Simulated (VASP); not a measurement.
Here is a VASP 6.6.1 calculation.

File INCAR:

```
SYSTEM = CdTe
PREC     = Accurate       ! precision mode
ENCUT    = 520            ! plane-wave cutoff, eV
EDIFF    = 1E-7           ! SCF threshold, eV
ISMEAR   = 0              ! smearing method
SIGMA    = 0.05           ! smearing width, eV
LREAL    = .FALSE.        ! projectors in reciprocal space
LASPH    = .TRUE.         ! aspherical terms in the spheres
NELM     = 100            ! most SCF steps
ALGO     = Normal         ! electronic algorithm
ISIF     = 2              ! what is computed and relaxed
LWAVE    = .FALSE.        ! write WAVECAR
LCHARG   = .FALSE.        ! write CHGCAR
GGA      = CA             ! functional
NBANDS   = 16             ! bands
```

KPOINTS

```
Automatic mesh
0
G
  6 6 6
  0 0 0
```

The input POSCAR:

```
CdTe
1.0
    0.0000000000      2.9866980334      2.9866980334
    2.9866980334      0.0000000000      2.9866980334
    2.9866980334      2.9866980334      0.0000000000
Cd Te
1 1
Direct
    0.5000000000      0.5000000000      0.5000000000
    0.0000000000      0.0000000000      0.0000000000
```

Potentials or basis: VASP PAW LDA potentials, release 64 (Cd, Te).

Run with:

```console
$ cat potpaw_LDA.64/Cd/POTCAR potpaw_LDA.64/Te/POTCAR > POTCAR
$ mpirun -np 1 vasp_std > vasp.out
```

(1) Estimate the pressure.

(2) Predict the band gap on the k mesh.

Answers

(1) -0.8 GPa.

(2) zero (band 9 reaches 4.55 eV, above the bottom of band 10 at 2.99 eV).

Caveat: spin-orbit coupling is left out, which moves the levels of the heavy elements.
